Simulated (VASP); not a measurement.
Runs of VASP 6.6.1 on Mo. The structure is that of space group Im-3m (No. 229), or close to it. The cells are those of the table. 

```tsv
task	cell	k mesh for the DOS	occupations for the DOS	gap on the mesh (eV)	pressure (GPa)
single point	a = 2.798 Å, angles 109.5°, 1 atom	-	-	none	-21.4
single point	a = 2.710 Å, angles 109.5°, 1 atom	-	-	none	(b)
single point	a = 2.655 Å, angles 109.5°, 1 atom	-	-	none	20.7
single point	a = 2.737 Å, angles 109.5°, 1 atom	-	-	none	-7.3
single point	a = 2.763 Å, angles 109.5°, 1 atom	-	-	none	(a)
single point	a = 2.597 Å, angles 109.5°, 1 atom	-	-	none	48.2
single point	a = 2.683 Å, angles 109.5°, 1 atom	-	-	none	10.0
single point	a = 2.725 Å, angles 109.5°, 1 atom	-	-	none	-4.0
single point	a = 2.626 Å, angles 109.5°, 1 atom	-	-	none	33.4
```

Alike in all rows: level PBEsol; potentials or basis VASP PAW PBE potentials, release 64 (Mo_sv); no spin polarisation; k mesh 18 × 18 × 18; cutoff (eV) 520; smearing gaussian 0.1 eV.

Problem. Estimate the missing entries.

Solution. (a) -14.0; (b) 0.6.

Caveats: the PAW data sets were made with another functional, which shifts forces and pressure a little.

A k mesh can miss the band edges, and the runs leave out spin-orbit coupling on Mo.

A gap of «none» marks levels without a gap at the run's occupations.
